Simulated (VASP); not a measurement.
The system is MnO.

```
Mn O
1.0
     0.00000    2.22391    2.22391
     2.22391    0.00000    2.22391
     2.22391    2.22391    0.00000
Mn O
1 1
Direct
  0.00000 0.00000 0.00000
  0.50000 0.50000 0.50000
```

```yaml
Program: VASP 6.6.1
Task: relaxation of cell and atoms
Functional: SVWN5
Potentials_or_basis: VASP PAW PBE potentials, release 64 (Mn_pv, O)
Cutoff: 600 eV
k_mesh: 10 × 10 × 10
Occupations: fermi-dirac, width 0.05 eV
Spin: collinear spin, ferromagnetic start
Starting_moments: "[4.0, 0.0] μB"
```

At the start: pressure -20.1 GPa; volume 11.00 Å³/atom.

Where does the relaxation end?

Over 3 steps the energy falls by 143.0 meV/atom and the volume is 8.98 Å³/atom (-18.3 %); space group Fm-3m (No. 225, to 0.05 Å); moment 3.51 μB per cell.

The path:
| step | energy change (eV) | largest force (eV/Å) | pressure (GPa) | volume (Å³) |
| --- | --- | --- | --- | --- |
| 1 | 0.0000 | 0.0000 | -20.10 | 22.00 |
| 2 | -0.2862 | 0.0000 | 0.59 | 17.89 |
| 3 | -0.2860 | 0.0000 | -0.08 | 17.97 |

Final structure:
```yaml
crystal:
  lattice:
    - [0.00000, 2.07883, 2.07883]
    - [2.07883, 0.00000, 2.07883]
    - [2.07883, 2.07883, 0.00000]
  atoms:
    - { symbol: Mn, position: [0.00000, 0.00000, 0.00000] }
    - { symbol: O, position: [0.50000, 0.50000, 0.50000] }
```

Caveat: the volume moved by over 15 % at a fixed basis, so the end points are rough; the PAW data sets were made with another functional, which shifts forces and pressure a little; a cell with one magnetic atom can't hold antiferromagnetic order, which such compounds often take.
